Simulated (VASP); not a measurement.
# AlAs (F-43m) in VASP: further runs

AlAs is run at these levels: LDA; tasks: single point, relaxation of cell and atoms.

All numbers are computed with VASP 6.6.1; they aren't measurements. Logs are shortened: lines on timing, memory, paths and dates and some standing lists are left out, and cuts for length are marked.

## 1. The cell of the first run

The structure is cubic, space group F-43m (No. 216). Conventional cell: a = 5.661 Å, b = 5.661 Å, c = 5.661 Å, α = 90.00°, β = 90.00°, γ = 90.00°. Within 3.2 Å of Al (site symmetry -43m) lie 4 As at 2.45 Å. As (site symmetry -43m) has 4 Al at 2.45 Å within 3.2 Å.

## 2. Single point, LDA

INCAR reads:

```
SYSTEM = AlAs
PREC = Accurate ; ENCUT = 500
EDIFF = 1E-6 ; ISMEAR = 0
SIGMA = 0.1 ; LREAL = .FALSE.
LASPH = .TRUE. ; NELM = 120
ALGO = Normal ; ISIF = 2
LWAVE = .FALSE. ; LCHARG = .TRUE.
LELF = .TRUE. ; LVHAR = .TRUE.
NBANDS = 11 ; GGA_COMPAT = .FALSE.
```

KPOINTS reads:

```
regular mesh
0
G
  6 6 6
  0 0 0
```

POSCAR reads:

```
AlAs
1.0
    0.0000000000      2.8305000000      2.8305000000
    2.8305000000      0.0000000000      2.8305000000
    2.8305000000      2.8305000000      0.0000000000
Al As
1 1
Direct
    0.0000000000      0.0000000000      0.0000000000
    0.2500000000      0.2500000000      0.2500000000
```

Potentials or basis: VASP PAW LDA potentials, release 64 (Al, As).

Launch:

```sh
$ cat potpaw_LDA.64/Al/POTCAR potpaw_LDA.64/As/POTCAR > POTCAR
$ mpirun -np 1 vasp_std > vasp.out
```

OUTCAR:

```text
SYSTEM = AlAs
   PREC = Accurate
   ENCUT = 500
   EDIFF = 1E-6
   ISMEAR = 0
   LREAL = .FALSE.
   LASPH = .TRUE.
   NELM = 120
   ISIF = 2

 ion  position               nearest neighbor table
   1  0.000  0.000  0.000-   2 2.45   2 2.45   2 2.45   2 2.45
   2  0.250  0.250  0.250-   1 2.45   1 2.45   1 2.45   1 2.45

  LATTYP: Found a face centered cubic cell.
 ALAT       =     5.6610000000

  Lattice vectors:

 A1 = (   0.0000000000,   2.8305000000,   2.8305000000)
 A2 = (   2.8305000000,   0.0000000000,   2.8305000000)
 A3 = (   2.8305000000,   2.8305000000,   0.0000000000)

Analysis of symmetry for initial positions (statically):
=====================================================================
 Subroutine PRICEL returns:
 Original cell was already a primitive cell.

 Routine SETGRP: Setting up the symmetry group for a
 face centered cubic supercell.

 Subroutine GETGRP returns: Found 24 space group operations
 (whereof 24 operations were pure point group operations)
 out of a pool of 48 trial point group operations.

The static configuration has the point symmetry T_d .

Analysis of symmetry for dynamics (positions and initial velocities):
=====================================================================
 Subroutine PRICEL returns:
 Original cell was already a primitive cell.

 Routine SETGRP: Setting up the symmetry group for a
 face centered cubic supercell.

 Subroutine GETGRP returns: Found 24 space group operations
 (whereof 24 operations were pure point group operations)
 out of a pool of 48 trial point group operations.

The dynamic configuration has the point symmetry T_d .

 Subroutine INISYM returns: Found 24 space group operations
 (whereof 24 operations are pure point group operations),
 and found     1 'primitive' translations

----------------------------------------------------------------------------------------

                                     Primitive cell

  volume of cell :      45.3544

  direct lattice vectors                    reciprocal lattice vectors
     0.000000000  2.830500000  2.830500000    -0.176647235  0.176647235  0.176647235
     2.830500000  0.000000000  2.830500000     0.176647235 -0.176647235  0.176647235
     2.830500000  2.830500000  0.000000000     0.176647235  0.176647235 -0.176647235

  length of vectors
     4.002931488  4.002931488  4.002931488     0.305961987  0.305961987  0.305961987

  position of ions in fractional coordinates (direct lattice)
     0.000000000  0.000000000  0.000000000
     0.250000000  0.250000000  0.250000000

  ion indices of the primitive-cell ions
   primitive index   ion index
                 1           1
[... 75 lines left out ...]
   NELECT =       8.0000    total number of electrons
   NUPDOWN=      -1.0000    fix difference up-down
   EMIN   =  10.00;   EMAX   =-10.00  energy-range for DOS
   EFERMI =   0.00;   METHOD = LEGACY
   ISMEAR =     0;   SIGMA  =   0.10  broadening in eV -4-tet -1-fermi 0-gaus
   EFERMI_NEDOS =   21; number of points for ismear=-14 and -15
   IALGO  =     38    algorithm
   IMIX   =      4    mixing-type and parameters
     AMIX     =   0.40;   BMIX     =  1.00
     AMIX_MAG =   1.60;   BMIX_MAG =  1.00
  volume/ion in A,a.u.               =      22.68       153.03
  Fermi-wavevector in a.u.,A,eV,Ry     =   0.918118  1.734991 11.468895  0.842940
  Thomas-Fermi vector in A             =   2.043163
   LORBIT       =      0    0 simple, 1 ext, 2 COOP (PROOUT), +10 PAW based schemes
   GGA     = CA    functional components
   LHFCALC =     F    Hartree Fock is set to
   AEXX    =    0.0000 exact exchange contribution
   IVDW    =     0    specifies the selected vdW correction
   LEPSILON=     F    determine dielectric tensor
   LRPA    =     F    only Hartree local field effects (RPA)
 non-spin polarized calculation
 Gauss-broadening in eV      SIGMA  =   0.10
  energy-cutoff  :      500.00
  volume of cell :       45.35
 maximum number of plane-waves:      1167
 NGX is ok and might be reduce to    30
   NGX = 15   NGY = 15   NGZ = 15

 number of electron       8.0000000 magnetization

 Free energy of the ion-electron system (eV)
  ---------------------------------------------------
  ext. energy  EPLUGINS =         0.00000000
  ---------------------------------------------------
  free energy    TOTEN  =       -10.50120142 eV

  energy without entropy =      -10.50120142  energy(sigma->0) =      -10.50120142

 E-fermi :   4.2590     XC(G=0):  -9.2769

 val. band max:        3.7869128042   @ k =   0.0000   0.0000   0.0000
 cond. band min:       5.1203674908   @ k =   0.5000   0.5000   0.0000
 fundamental gap:      1.3334546866
 Fermi energy:         4.2589587445

 k-point     1 :       0.0000    0.0000    0.0000
  band No.  band energies     occupation
      1      -8.1072      2.00000
      2       3.7869      2.00000
      3       3.7869      2.00000
      4       3.7869      2.00000
      5       5.6671      0.00000
      6       8.0279      0.00000
      7       8.0279      0.00000
      8       8.0279      0.00000
      9      12.4080      0.00000
     10      12.8164      0.00000
     11      12.8164      0.00000
[... 197 lines left out ...]
 k-point    16 :      -0.3333    0.5000    0.1667
  band No.  band energies     occupation
      1      -6.1210      2.00000
      2      -1.4234      2.00000
      3       0.8292      2.00000
      4       1.0786      2.00000
      5       6.8712      0.00000
      6       7.8150      0.00000
      7      10.8173      0.00000
      8      11.5221      0.00000
      9      14.2499      0.00000
     10      16.0300      0.00000
     11      16.2468      0.00000

------------------------ aborting loop because EDIFF is reached ----------------------------------------

  FORCE on cell =-STRESS in cart. coord.  units (eV):
  Direction    XX          YY          ZZ          XY          YZ          ZX
  --------------------------------------------------------------------------------------
  -------------------------------------------------------------------------------------
  Total       -0.2539019     -0.2539019     -0.2539019     -0.0000000      0.0000000     -0.0000000
  in kB       -8.9692684     -8.9692684     -8.9692684     -0.0000000      0.0000000     -0.0000000
  external PRESSURE =      -8.9692684 kB  Pullay stress =       0.0000000 kB

 VOLUME and BASIS-vectors are now :
 -----------------------------------------------------------------------------
  energy-cutoff  :      500.00
  volume of cell :       45.35
      direct lattice vectors                 reciprocal lattice vectors
     0.000000000  2.830500000  2.830500000    -0.176647235  0.176647235  0.176647235
     2.830500000  0.000000000  2.830500000     0.176647235 -0.176647235  0.176647235
     2.830500000  2.830500000  0.000000000     0.176647235  0.176647235 -0.176647235

 POSITION                                       TOTAL-FORCE (eV/Angst)
 -----------------------------------------------------------------------------------
      0.00000      0.00000      0.00000        -0.000000      0.000000      0.000000
      1.41525      1.41525      1.41525         0.000000     -0.000000     -0.000000
 -----------------------------------------------------------------------------------
    total drift:                               -0.000000     -0.000000     -0.000000

  FREE ENERGIE OF THE ION-ELECTRON SYSTEM (eV)
  ---------------------------------------------------
  free  energy   TOTEN  =       -10.5012014188 eV

  energy  without entropy=      -10.5012014188  energy(sigma->0) =      -10.50120142
```

OSZICAR:

```text
N       E                     dE             d eps       ncg     rms          rms(c)
DAV:   1     0.135583261049E+02    0.13558E+02   -0.29042E+03   352   0.522E+02
DAV:   2    -0.987999279561E+01   -0.23438E+02   -0.22359E+02   445   0.912E+01
DAV:   3    -0.108148240075E+02   -0.93483E+00   -0.93375E+00   457   0.176E+01
DAV:   4    -0.108211876952E+02   -0.63637E-02   -0.63632E-02   417   0.178E+00
DAV:   5    -0.108212680867E+02   -0.80392E-04   -0.80391E-04   435   0.188E-01    0.337E+00
DAV:   6    -0.105620504829E+02    0.25922E+00   -0.41573E-01   388   0.231E+00    0.190E+00
DAV:   7    -0.105048462212E+02    0.57204E-01   -0.18744E-01   393   0.164E+00    0.659E-01
DAV:   8    -0.105012333779E+02    0.36128E-02   -0.13454E-02   406   0.535E-01    0.919E-02
DAV:   9    -0.105011882438E+02    0.45134E-04   -0.78838E-04   397   0.140E-01    0.406E-02
DAV:  10    -0.105011993202E+02   -0.11076E-04   -0.29667E-05   414   0.289E-02    0.138E-02
DAV:  11    -0.105012019158E+02   -0.25956E-05   -0.67554E-06   394   0.120E-02    0.702E-03
DAV:  12    -0.105012014188E+02    0.49702E-06   -0.17676E-06   236   0.523E-03
   1 F= -.10501201E+02 E0= -.10501201E+02  d E =-.164747E-12
```

Run time: 15 s. Hardware: 1 thread of AMD EPYC 7R43 (Zen 3), shared host; peak memory 0.11 GiB.

What came out:

| Quantity | Value |
| --- | --- |
| Free energy | -10.5012 eV |
| Pressure | -0.9 GPa |
| Band gap on the k mesh | 1.33 eV (least direct gap 1.88 eV) |

Levels at points of the mesh, in eV from the valence-band top:
```tsv
k point	band 1	band 2	band 3	band 4	band 5	band 6	band 7	band 8
(0.00, 0.00, 0.00)	-11.89	0.00	0.00	0.00	1.88	4.24	4.24	4.24
(0.50, 0.00, 0.00)	-10.48	-5.60	-0.83	-0.83	2.02	4.63	4.63	7.58
(0.50, 0.50, 0.00)	-9.93	-5.45	-2.18	-2.18	1.33	2.19	10.20	10.20
```

A k mesh can miss the band edges.

(Part 1 of 2 ends here.)
